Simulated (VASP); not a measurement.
Input of a VASP 6.6.1 run:

The input INCAR:

```
SYSTEM = Ca
ALGO = Normal ; EDIFF = 1E-6
ENCUT = 520 ; ISIF = 2
ISMEAR = 0 ; LASPH = .True.
LCHARG = .True. ; LELF = .True.
LREAL = .False. ; LVHAR = .True.
LWAVE = .False. ; NBANDS = 11
NELM = 100 ; PREC = Accurate
SIGMA = 0.1
```

The input KPOINTS:

```
k-points
0
Gamma
  14 14 14
  0 0 0
```

Contents of POSCAR:

```
Ca
1.0
   -2.1093932237      2.1093932237      2.1093932237
    2.1093932237     -2.1093932237      2.1093932237
    2.1093932237      2.1093932237     -2.1093932237
Ca
1
Direct
    0.0000000000      0.0000000000      0.0000000000
```

Potentials or basis: VASP PAW LDA potentials, release 64 (Ca_sv).

Run with:

```console
$ cat potpaw_LDA.64/Ca_sv/POTCAR > POTCAR
$ mpirun -np 1 vasp_std > vasp.out
```

**Question.** Predict the band gap on the k mesh.

**Answer.** Zero (band 5 reaches 2.58 eV, above the bottom of band 6 at 2.18 eV).

**Question.** Estimate the pressure.

**Answer.** 0.0 GPa.
